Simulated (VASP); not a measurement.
# Ti2B2Os (P6/mmm) in VASP: a series of runs

Runs on Ti2B2Os. Level: PBE. Tasks: single point.

Everything below comes from runs of VASP 6.6.1. Logs are shortened: lines on timing, memory, paths and dates and some standing lists are left out, and cuts for length are marked.

## (1) The cell of the first run

It takes space group P6/mmm (No. 191, hexagonal). The conventional cell has a = 3.889 Å, b = 3.889 Å, c = 5.422 Å, α = 90.00°, β = 90.00°, γ = 120.00°. Within 3.0 Å of Ti (site symmetry -6m2) lie 3 Ti at 2.25 Å and 6 B at 2.49 Å. Within 2.2 Å of B (site symmetry 6mm) lie 1 Os at 1.64 Å and 1 B at 2.14 Å. Os (site symmetry 6/mmm) has 2 B at 1.64 Å within 2.2 Å.

## (2) Single point, PBE

The input, INCAR:

```
PREC = Accurate ; ENCUT = 520
EDIFF = 1E-7 ; ISMEAR = 0
SIGMA = 0.1 ; LREAL = F
LASPH = T ; NELM = 60
ALGO = Normal ; ISIF = 2
LWAVE = F ; LCHARG = F
GGA = PE ; NBANDS = 27
```

The input, KPOINTS:

```
Automatic mesh
0
Gamma
  6 6 4
```

The input, POSCAR:

```
Ti2B2Os
1.0
    3.8889686000      0.0000000000      0.0000000000
   -1.9444843000      3.3679456000      0.0000000000
    0.0000000000      0.0000000000      5.4224827100
Ti B Os
2 2 1
Direct
    0.3333333300      0.6666666700      0.5000000000
    0.6666666700      0.3333333300      0.5000000000
    0.0000000000      0.0000000000      0.3028797600
    0.0000000000      0.0000000000      0.6971202400
    0.0000000000      0.0000000000      0.0000000000
```

Potentials or basis: VASP PAW PBE potentials, release 64 (Ti_sv, B, Os).

Command:

```bash
$ cat potpaw_PBE.64/Ti_sv/POTCAR potpaw_PBE.64/B/POTCAR potpaw_PBE.64/Os/POTCAR > POTCAR
$ mpirun -np 1 vasp_std > vasp.out
```

OUTCAR:

```text
PREC = Accurate
   ENCUT = 520
   EDIFF = 1E-7
   ISMEAR = 0
   LREAL = F
   LASPH = T
   NELM = 60
   ISIF = 2
   GGA = PE

 ion  position               nearest neighbor table
   1  0.333  0.667  0.500-   2 2.25   2 2.25   2 2.25   4 2.49   3 2.49   4 2.49   3 2.49   4 2.49
                             3 2.49
   2  0.667  0.333  0.500-   1 2.25   1 2.25   1 2.25   4 2.49   3 2.49   3 2.49   4 2.49   3 2.49
                             4 2.49
   3  0.000  0.000  0.303-   5 1.64   4 2.14   1 2.49   2 2.49   1 2.49   2 2.49   2 2.49   1 2.49

   4  0.000  0.000  0.697-   5 1.64   3 2.14   1 2.49   2 2.49   1 2.49   2 2.49   2 2.49   1 2.49

   5  0.000  0.000  0.000-   3 1.64   4 1.64

  LATTYP: Found a hexagonal cell.
 ALAT       =     3.8889686000
 C/A-ratio  =     1.3943241172

  Lattice vectors:

 A1 = (   3.8889686000,   0.0000000000,   0.0000000000)
 A2 = (  -1.9444843000,   3.3679456000,   0.0000000000)
 A3 = (   0.0000000000,   0.0000000000,   5.4224827100)

Analysis of symmetry for initial positions (statically):
=====================================================================
 Subroutine PRICEL returns:
 Original cell was already a primitive cell.

 Routine SETGRP: Setting up the symmetry group for a
 hexagonal supercell.

 Subroutine GETGRP returns: Found 24 space group operations
 (whereof 24 operations were pure point group operations)
 out of a pool of 24 trial point group operations.

The static configuration has the point symmetry D_6h.

Analysis of symmetry for dynamics (positions and initial velocities):
=====================================================================
 Subroutine PRICEL returns:
 Original cell was already a primitive cell.

 Routine SETGRP: Setting up the symmetry group for a
 hexagonal supercell.

 Subroutine GETGRP returns: Found 24 space group operations
 (whereof 24 operations were pure point group operations)
 out of a pool of 24 trial point group operations.

The dynamic configuration has the point symmetry D_6h.

 Subroutine INISYM returns: Found 24 space group operations
 (whereof 24 operations are pure point group operations),
 and found     1 'primitive' translations

----------------------------------------------------------------------------------------

                                     Primitive cell

  volume of cell :      71.0228

  direct lattice vectors                    reciprocal lattice vectors
     3.888968600  0.000000000  0.000000000     0.257137587  0.148458455  0.000000000
    -1.944484300  3.367945600  0.000000000     0.000000000  0.296916910  0.000000000
     0.000000000  0.000000000  5.422482710     0.000000000  0.000000000  0.184417370

  length of vectors
     3.888968600  3.888968598  5.422482710     0.296916910  0.296916910  0.184417370

  position of ions in fractional coordinates (direct lattice)
     0.333333330  0.666666670  0.500000000
     0.666666670  0.333333330  0.500000000
     0.000000000  0.000000000  0.302879760
     0.000000000  0.000000000  0.697120240
     0.000000000  0.000000000  0.000000000

  ion indices of the primitive-cell ions
   primitive index   ion index
                 1           1
                 2           2
                 3           3
                 4           4
                 5           5

----------------------------------------------------------------------------------------

 KPOINTS: Automatic mesh

Automatic generation of k-mesh.
 Grid dimensions read from file:
 generate k-points for:    6    6    4

 Generating k-lattice:

  Cartesian coordinates                     Fractional coordinates (reciprocal lattice)
     0.042856264  0.024743076  0.000000000     0.166666667 -0.000000000  0.000000000
     0.000000000  0.049486152  0.000000000     0.000000000  0.166666667  0.000000000
     0.000000000  0.000000000  0.046104342     0.000000000  0.000000000  0.250000000

  Length of vectors
     0.049486152  0.049486152  0.046104342

  Shift w.r.t. Gamma in fractional coordinates (k-lattice)
     0.000000000  0.000000000  0.000000000

 Subroutine IBZKPT returns following result:
 ===========================================

 Found     21 irreducible k-points:

 Following reciprocal coordinates:
            Coordinates               Weight
  0.000000  0.000000  0.000000      1.000000
  0.166667 -0.000000  0.000000      6.000000
  0.333333 -0.000000  0.000000      6.000000
  0.500000  0.000000  0.000000      3.000000
  0.166667  0.166667  0.000000      6.000000
  0.333333  0.166667  0.000000     12.000000
[... 13 lines left out ...]
  0.333333  0.166667  0.500000     12.000000
  0.333333  0.333333  0.500000      2.000000
   k-points           NKPTS =     21   k-points in BZ     NKDIM =     21   number of bands    NBANDS=     27
   number of dos      NEDOS =    301   number of ions     NIONS =      5
   total plane-waves  NPLWV =  36000
   dimension x,y,z NGX =    30 NGY =   30 NGZ =   40
   dimension x,y,z NGXF=    60 NGYF=   60 NGZF=   80
   ions per type =               2   2   1
   NGX,Y,Z   is equivalent  to a cutoff of  12.82, 12.82, 12.26 a.u.
   NGXF,Y,Z  is equivalent  to a cutoff of  25.65, 25.65, 24.53 a.u.
 SYSTEM =  unknown system
   PREC   = accura    normal or accurate (medium, high low for compatibility)
   ISTART =      0    job   : 0-new  1-cont  2-samecut
   ICHARG =      2    charge: 1-file 2-atom 10-const
   ISPIN  =      1    spin polarized calculation?
   LNONCOLLINEAR =      F non collinear calculations
   LSORBIT =      F    spin-orbit coupling
   LASPH  =      T    aspherical Exc in radial PAW
   ENCUT  =  520.0 eV  38.22 Ry    6.18 a.u.   7.23  7.23 10.08*2*pi/ulx,y,z
   NELM   =     60;   NELMIN=  2; NELMDL= -5     # of ELM steps
   EDIFF  = 0.1E-06   stopping-criterion for ELM
   LREAL  =      F    real-space projection
   EDIFFG = 0.1E-05   stopping-criterion for IOM
   NSW    =      0    number of steps for IOM
   IBRION =     -1    ionic relax: 0-MD 1-quasi-New 2-CG
   NFREE  =      0    steps in history (QN), initial steepest desc. (CG)
   ISIF   =      2    stress and relaxation
   ISYM   =      2    0-nonsym 1-usesym 2-fastsym
   POTIM  = 0.5000    time-step for ionic-motion
   TEBEG  =    0.0;   TEEND  =   0.0 temperature during run
   PSTRESS=    0.0 pullay stress
   NELECT =      38.0000    total number of electrons
   NUPDOWN=      -1.0000    fix difference up-down
   EMIN   =  10.00;   EMAX   =-10.00  energy-range for DOS
   EFERMI =   0.00;   METHOD = LEGACY
   ISMEAR =     0;   SIGMA  =   0.10  broadening in eV -4-tet -1-fermi 0-gaus
   EFERMI_NEDOS =   21; number of points for ismear=-14 and -15
   IALGO  =     38    algorithm
   IMIX   =      4    mixing-type and parameters
     AMIX     =   0.40;   BMIX     =  1.00
     AMIX_MAG =   1.60;   BMIX_MAG =  1.00
  volume/ion in A,a.u.               =      14.20        95.86
  Fermi-wavevector in a.u.,A,eV,Ry     =   1.329036  2.511514 24.032476  1.766337
  Thomas-Fermi vector in A             =   2.458229
   LORBIT       =      0    0 simple, 1 ext, 2 COOP (PROOUT), +10 PAW based schemes
   GGA     = PE    functional components
   LHFCALC =     F    Hartree Fock is set to
   AEXX    =    0.0000 exact exchange contribution
   IVDW    =     0    specifies the selected vdW correction
   LEPSILON=     F    determine dielectric tensor
   LRPA    =     F    only Hartree local field effects (RPA)
 non-spin polarized calculation
 Gauss-broadening in eV      SIGMA  =   0.10
  energy-cutoff  :      520.00
  volume of cell :       71.02
 maximum number of plane-waves:      1950
 NGX is ok and might be reduce to    30
   NGX = 15   NGY = 15   NGZ = 21

 number of electron      38.0000006 magnetization

 Free energy of the ion-electron system (eV)
  ---------------------------------------------------
  ext. energy  EPLUGINS =         0.00000000
  ---------------------------------------------------
  free energy    TOTEN  =       -30.54566076 eV

  energy without entropy =      -30.51161048  energy(sigma->0) =      -30.52863562

 E-fermi :   6.2840     XC(G=0): -11.2342

 val. band max:        6.2623143743   @ k =   0.1667  -0.0000   0.0000
 cond. band min:       6.3022396823   @ k =   0.3333   0.3333   0.2500
 fundamental gap:      0.0399253080
 Fermi energy:         6.2840279698

 k-point     1 :       0.0000    0.0000    0.0000
  band No.  band energies     occupation
      1     -50.5209      2.00000
      2     -49.6333      2.00000
      3     -27.4161      2.00000
      4     -27.4161      2.00000
      5     -26.6889      2.00000
      6     -26.0753      2.00000
[... 19 lines left out ...]
     26       9.4530      0.00000
     27      11.2866      0.00000

 k-point     2 :       0.1667   -0.0000    0.0000
  band No.  band energies     occupation
      1     -50.4713      2.00000
      2     -49.6888      2.00000
      3     -27.4685      2.00000
      4     -27.3344      2.00000
      5     -26.6532      2.00000
      6     -26.1120      2.00000
[... 19 lines left out ...]
     26       9.3902      0.00000
     27      11.0033      0.00000

 k-point     3 :       0.3333   -0.0000    0.0000
  band No.  band energies     occupation
      1     -50.3419      2.00000
      2     -49.8301      2.00000
      3     -27.5643      2.00000
      4     -27.1450      2.00000
      5     -26.5608      2.00000
      6     -26.2064      2.00000
[... 19 lines left out ...]
     26       9.8178      0.00000
     27      10.4743      0.00000

 k-point     4 :       0.5000    0.0000    0.0000
  band No.  band energies     occupation
      1     -50.2366      2.00000
      2     -49.9414      2.00000
      3     -27.6086      2.00000
      4     -27.0281      2.00000
      5     -26.4864      2.00000
      6     -26.2817      2.00000
[... 19 lines left out ...]
     26      10.0487      0.00000
     27      10.2408      0.00000
[... 426 lines left out ...]
      4     -27.1618      2.00000
      5     -26.5883      2.00000
      6     -26.1788      2.00000
[... 19 lines left out ...]
     26       8.9955      0.00000
     27       9.4777      0.00000

 k-point    20 :       0.3333    0.1667    0.5000
  band No.  band energies     occupation
      1     -50.2366      2.00000
      2     -49.9413      2.00000
      3     -27.6598      2.00000
      4     -26.9070      2.00000
      5     -26.4865      2.00000
      6     -26.2818      2.00000
[... 19 lines left out ...]
     26       9.3678      0.00000
     27       9.7780      0.00000

 k-point    21 :       0.3333    0.3333    0.5000
  band No.  band energies     occupation
      1     -50.0905      2.00000
      2     -50.0905      2.00000
      3     -27.7222      2.00000
      4     -26.5031      2.00000
      5     -26.5031      2.00000
      6     -26.3844      2.00000
[... 19 lines left out ...]
     26       8.3711      0.00000
     27      10.0042      0.00000

------------------------ aborting loop because EDIFF is reached ----------------------------------------

  FORCE on cell =-STRESS in cart. coord.  units (eV):
  Direction    XX          YY          ZZ          XY          YZ          ZX
  --------------------------------------------------------------------------------------
  -------------------------------------------------------------------------------------
  Total        2.8642660      2.8642660     32.7611130      0.0000000      0.0000000      0.0000000
  in kB       64.6139437     64.6139436    739.0461336      0.0000000      0.0000000      0.0000000
  external PRESSURE =     289.4246736 kB  Pullay stress =       0.0000000 kB

 VOLUME and BASIS-vectors are now :
 -----------------------------------------------------------------------------
  energy-cutoff  :      520.00
  volume of cell :       71.02
      direct lattice vectors                 reciprocal lattice vectors
     3.888968600  0.000000000  0.000000000     0.257137587  0.148458455  0.000000000
    -1.944484300  3.367945600  0.000000000     0.000000000  0.296916910  0.000000000
     0.000000000  0.000000000  5.422482710     0.000000000  0.000000000  0.184417370

 POSITION                                       TOTAL-FORCE (eV/Angst)
 -----------------------------------------------------------------------------------
     -0.00000      2.24530      2.71124         0.000000      0.000000      0.000000
      1.94448      1.12265      2.71124        -0.000000      0.000000     -0.000000
      0.00000      0.00000      1.64236        -0.000000     -0.000000     15.363896
      0.00000      0.00000      3.78012         0.000000      0.000000    -15.363896
      0.00000      0.00000      0.00000         0.000000      0.000000      0.000000
 -----------------------------------------------------------------------------------
    total drift:                               -0.000000      0.000000      0.000000

  FREE ENERGIE OF THE ION-ELECTRON SYSTEM (eV)
  ---------------------------------------------------
  free  energy   TOTEN  =       -30.5456607593 eV

  energy  without entropy=      -30.5116104831  energy(sigma->0) =      -30.52863562
```

It used 120 s of CPU time on 1 thread of AMD EPYC 7R13 Processor (Zen 3), with other jobs on the host.

Results:

- Free energy: -30.5457 eV
- Pressure: 28.9 GPa
- Largest force: 15.364 eV/Å
- Band gap on the k mesh: zero (band 19 reaches 6.46 eV, above the bottom of band 20 at 5.88 eV)

Forces on the atoms (eV/Å):
```
Ti    0.000   0.000   0.000
Ti    0.000   0.000   0.000
B     0.000   0.000  15.364
B     0.000   0.000 -15.364
Os    0.000   0.000   0.000
```

Stress tensor (GPa, compression positive):
```
 6.46  0.00  0.00
 0.00  6.46  0.00
 0.00  0.00 73.90
```

Caveat: spin-orbit coupling is left out, which moves the levels of the heavy elements; forces of over 1 eV/Å act on the atoms, so gaps and moduli don't describe the material at rest.

## (3) Single point, PBE

This run uses another cell than the first one, of 15.38 Å³/atom, 1.083 times its volume.

The input, INCAR:

```
SYSTEM = Ti2B2Os
PREC = Accurate
ENCUT = 520
EDIFF = 1E-7
ISMEAR = 0
SIGMA = 0.1
LREAL = .FALSE.
LASPH = .TRUE.
NELM = 80
ALGO = Normal
ISIF = 2
LWAVE = .FALSE.
LCHARG = .FALSE.
GGA = PE
NBANDS = 27
```

The input, KPOINTS:

```
Automatic mesh
0
G
  6 6 4
  0 0 0
```

The input, POSCAR:

```
Ti2B2Os
1.0
    4.0170518942      0.0000000000      0.0000000000
   -2.0085259471      3.4788689887      0.0000000000
    0.0000000000      0.0000000000      5.5027032234
Ti B Os
2 2 1
Direct
    0.3333333333      0.6666666667      0.5000000000
    0.6666666667      0.3333333333      0.5000000000
    0.0000000000      0.0000000000      0.3572762344
    0.0000000000      0.0000000000      0.6427237656
    0.0000000000      0.0000000000      0.0000000000
```

Potentials or basis: VASP PAW PBE potentials, release 64 (Ti_sv, B, Os).

Command:

```bash
$ cat potpaw_PBE.64/Ti_sv/POTCAR potpaw_PBE.64/B/POTCAR potpaw_PBE.64/Os/POTCAR > POTCAR
$ mpirun -np 1 vasp_std > vasp.out
```

It used 130 s of CPU time on 1 thread of AMD EPYC 7R13 Processor (Zen 3), on a shared host.

The run converged. Its results:

```yaml
Free_energy: -35.3276 eV
Pressure: 0.4 GPa
Largest_force: 0.079 eV/Å
Band_gap_on_the_k_mesh: zero (band 19 reaches 5.70 eV, above the bottom of band 20 at 5.09 eV)
```

Forces in eV/Å, atoms in the order of the input:
```
Ti   0.000  0.000  0.000
Ti   0.000  0.000  0.000
B    0.000  0.000  0.079
B    0.000  0.000 -0.079
Os   0.000  0.000  0.000
```

Stress tensor (GPa, compression positive):
```
0.20 0.00 0.00
0.00 0.20 0.00
0.00 0.00 0.75
```

Levels at points of the mesh, in eV from the Fermi level:
| k point | band 16 | band 17 | band 18 | band 19 | band 20 | band 21 | band 22 | band 23 |
| --- | --- | --- | --- | --- | --- | --- | --- | --- |
| (0.00, 0.00, 0.00) | -2.16 | -0.77 | -0.77 | -0.25 | -0.25 | 1.00 | 1.00 | 1.59 |
| (0.50, 0.00, 0.00) | -1.93 | -0.73 | -0.26 | 0.02 | 0.22 | 0.58 | 0.61 | 1.77 |
| (0.00, 0.00, 0.50) | -1.16 | -0.28 | -0.28 | 0.31 | 0.31 | 0.72 | 0.72 | 0.95 |
| (0.50, 0.00, 0.50) | -1.13 | -0.95 | -0.85 | -0.37 | -0.24 | 0.02 | 1.64 | 1.95 |

Caveat: spin-orbit coupling is left out, which moves the levels of the heavy elements.

## (4) Single point, PBE, collinear spin, ferromagnetic start

This run uses another cell than the first one, of 15.38 Å³/atom, 1.083 times its volume.

The input, INCAR:

```
  PREC = Accurate
  ENCUT = 520
  EDIFF = 1E-6
  ISMEAR = 0
  SIGMA = 0.1
  LREAL = False
  LASPH = True
  NELM = 150
  ALGO = Normal
  ISIF = 2
  LWAVE = False
  LCHARG = True
  ISPIN = 2
  MAGMOM = 1 1 0 0 1
  LORBIT = 11
  LMAXMIX = 4
  GGA = PE
  LELF = True
  LVHAR = True
  NBANDS = 31
```

The input, KPOINTS:

```
regular mesh
0
Gamma
  6 6 4
```

POSCAR is that of step 3.

Command:

```bash
$ cat potpaw_PBE.64/Ti_sv/POTCAR potpaw_PBE.64/B/POTCAR potpaw_PBE.64/Os/POTCAR > POTCAR
$ mpirun -np 1 vasp_std > vasp.out
```

Run time: 4.2 min. Hardware: 1 thread of AMD EPYC 7R13 (Zen 3), shared host; peak memory 0.24 GiB.

The run converged. Its results:

- Free energy: -35.3945 eV
- Pressure: 1.3 GPa
- Largest force: 0.123 eV/Å
- Net moment: 1.14 μB per cell
- Site moments: Ti -0.05; B -0.01; Os +1.24 μB
- Valence electrons inside the program's atomic spheres: Ti 10.53; B 2.01; Os 6.94

Forces on the atoms (eV/Å):
```
Ti   0.000  0.000  0.000
Ti   0.000  0.000  0.000
B    0.000  0.000  0.123
B    0.000  0.000 -0.123
Os   0.000  0.000  0.000
```

Stress tensor (GPa, compression positive):
```
0.90 0.00 0.00
0.00 0.90 0.00
0.00 0.00 2.14
```

Levels at points of the mesh, in eV from the Fermi level:
Spin up:
```tsv
k point	band 16	band 17	band 18	band 19	band 20	band 21	band 22	band 23	band 24	band 25
(0.00, 0.00, 0.00)	-2.37	-1.34	-1.34	-0.19	-0.19	1.08	1.08	1.65	2.28	2.28
(0.50, 0.00, 0.00)	-2.30	-0.70	-0.61	-0.20	0.08	0.10	0.69	1.72	2.38	2.68
(0.00, 0.00, 0.50)	-1.57	-0.51	-0.51	0.18	0.18	0.75	0.75	1.04	1.04	1.87
(0.50, 0.00, 0.50)	-1.06	-1.04	-0.93	-0.61	-0.61	-0.33	1.46	1.91	1.95	2.43
```
Spin down:
```
           k point  band 14  band 15  band 16  band 17  band 18  band 19  band 20  band 21  band 22  band 23
(0.00, 0.00, 0.00)    -2.74    -1.95    -1.95    -0.33    -0.33    -0.21    -0.21     1.03     1.03     1.62
(0.50, 0.00, 0.00)    -2.95    -2.92    -1.66    -0.67    -0.26     0.41     0.53     0.63     1.03     1.89
(0.00, 0.00, 0.50)    -2.22    -0.89    -0.89    -0.04    -0.04     0.55     0.55     0.76     0.76     0.97
(0.50, 0.00, 0.50)    -1.51    -1.44    -1.12    -0.82    -0.71    -0.35     0.08     0.52     1.91     2.06
```

Caveat: spin-orbit coupling is left out, which moves the levels of the heavy elements.

## (5) Overview

| spin | cell | gap on the mesh (eV) | pressure (GPa) | largest force (eV/Å) |
| --- | --- | --- | --- | --- |
| off | a = 3.889, b = 3.889, c = 5.422 Å, angles 90.0, 90.0, 120.0°, 5 atoms | none | 28.9 | 15.36 |
| off | a = 4.017, b = 4.017, c = 5.503 Å, angles 90.0, 90.0, 120.0°, 5 atoms | none | 0.4 | 0.08 |
| collinear, ferromagnetic start | a = 4.017, b = 4.017, c = 5.503 Å, angles 90.0, 90.0, 120.0°, 5 atoms | none | 1.3 | 0.12 |

Alike in all rows: task single point; level PBE; potentials or basis VASP PAW PBE potentials, release 64 (Ti_sv, B, Os); k mesh 6 × 6 × 4; cutoff (eV) 520; smearing gaussian 0.1 eV.

Caveats: spin-orbit coupling is left out, which moves the levels of the heavy elements; forces of over 1 eV/Å act on the atoms, so gaps and moduli don't describe the material at rest (some runs).

Absolute energies hang on the potentials; compare differences alone.
